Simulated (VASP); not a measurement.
Wanted: the native input for a VASP 6.6.1 run.

* Task: single point
* Functional: r2SCAN
* Potentials or basis: VASP PAW PBE potentials, release 64 (Mo_sv, S)
* Cutoff: 520 eV
* k mesh: 9 × 9 × 4
* Occupations: fermi-dirac, width 0.05 eV
* Spin: no spin polarisation
* Hubbard terms: Mo d U = 5.0 eV
* Dipole correction: no
* Further INCAR settings: ALGO = Normal; EDIFF = 1e-06; NBANDS = 20

Crystal: MoS2.

```xyz
3
Lattice="3.2344 0.0000 0.0000 -1.6172 2.8010 0.0000 0.0000 0.0000 6.1748" Properties=species:S:1:pos:R:3 pbc="T T T"
Mo    0.0000    0.0000    3.0874
S     1.6172    0.9337    4.6309
S     0.0000    1.8674    1.5440
```

One way to write it, as run:

POSCAR

```
MoS2
1.0
    3.2343595618      0.0000000000      0.0000000000
   -1.6171797809      2.8010375455      0.0000000000
    0.0000000000      0.0000000000      6.1748233991
Mo S
1 2
Direct
    0.0000000000      0.0000000000      0.5000000000
    0.6666666667      0.3333333333      0.7499589851
    0.3333333333      0.6666666667      0.2500410149
```

INCAR.step1

```
SYSTEM = MoS2
PREC = Accurate
ENCUT = 520
ISMEAR = -1
SIGMA = 0.05
LREAL = .FALSE.
LASPH = .TRUE.
NELM = 150
LMAXMIX = 4
LDAU = .TRUE.
LDAUTYPE = 2
LDAUL = 2 -1
LDAUU = 5 0
LDAUJ = 0 0
NBANDS = 20
GGA = PE
ALGO = Normal
EDIFF = 1E-4
LWAVE = .TRUE.
LCHARG = .FALSE.
```

INCAR.step2

```
SYSTEM = MoS2
PREC = Accurate
ENCUT = 520
EDIFF = 1E-6
ISMEAR = -1
SIGMA = 0.05
LREAL = .FALSE.
LASPH = .TRUE.
NELM = 150
ALGO = Normal
ISIF = 2
LWAVE = .FALSE.
LCHARG = .FALSE.
LMAXMIX = 4
LDAU = .TRUE.
LDAUTYPE = 2
LDAUL = 2 -1
LDAUU = 5 0
LDAUJ = 0 0
LDAUPRINT = 1
METAGGA = R2SCAN
LMIXTAU = .TRUE.
NBANDS = 20
ISTART = 1
```

KPOINTS

```
regular mesh
0
G
  9 9 4
  0 0 0
```

Potentials or basis: VASP PAW PBE potentials, release 64 (Mo_sv, S).

The run is started by

```console
$ cat potpaw_PBE.64/Mo_sv/POTCAR potpaw_PBE.64/S/POTCAR > POTCAR
$ cp INCAR.step1 INCAR
$ mpirun -np 1 vasp_std > vasp.out
$ cp INCAR.step2 INCAR
$ mpirun -np 1 vasp_std > vasp.out
```

Results of the run:

| Item | Value |
| --- | --- |
| Pressure | 2.8 GPa |
| Largest force | 0.238 eV/Å |
| Band gap on the k mesh | zero (band 13 reaches 8.02 eV, above the bottom of band 14 at 6.59 eV) |

Caveat: the PAW data sets were made with another functional, which shifts forces and pressure a little; U without spin polarisation on a metal has little footing.

Run time: 2.4 min on 1 thread of Intel(R) Xeon(R) 6975P-C (Granite Rapids) (shared host), peak memory 0.19 GiB.
